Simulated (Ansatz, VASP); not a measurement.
# One calculation of Se, two programs

```
Se
1.0
     4.33690    0.00000    0.00000
    -2.16845    3.75586    0.00000
     0.00000    0.00000    4.92035
Se
3
Cartesian
  1.6797 2.9093 0.0000
  -0.4888 0.8466 3.2802
  0.9775 0.0000 1.6401
```

Alike in both runs: task single point; functional r2SCAN; dispersion D3(BJ); k mesh 7 × 7 × 6; occupations fermi-dirac, width 0.05 eV; no spin polarisation.

|  | VASP | Ansatz |
| --- | --- | --- |
| version | VASP 6.6.1 | Ansatz 0.2.0 |
| potentials or method | VASP PAW PBE potentials, release 64 (Se) | Ansatz PAW |
| plane-wave cutoff (eV) | 520 | 500 |
| valence electrons in the cell | 18 | 48 |

Ansatz gave:

```
gap on the k mesh at the Fermi level (eV)                     : 1.44
least direct gap on the mesh (eV)                             : 1.74
pressure (GPa)                                                : 1.7
traceless stress, the component that is largest in VASP (GPa) : 1.05
rms of the force components (eV/Å)                            : 0.150
```

Q: Which values does VASP return?

A: gap on the k mesh at the Fermi level (eV): 1.44; least direct gap on the mesh (eV): 1.73; pressure (GPa): 1.7; traceless stress, the component that is largest in VASP (GPa): 1.03; rms of the force components (eV/Å): 0.152.

VASP's potentials were made for PBE, not for r2SCAN. Atom by atom the forces differ by 0.002 eV/Å (rms over components). VASP's potentials hold 18 valence electrons a cell and Ansatz's 48, so a difference there can come from the potentials and not from the codes.

Noted on Ansatz's run: odd divisions of the mesh miss points on the zone boundary, where band edges often lie, so the gap on the mesh can be too wide.
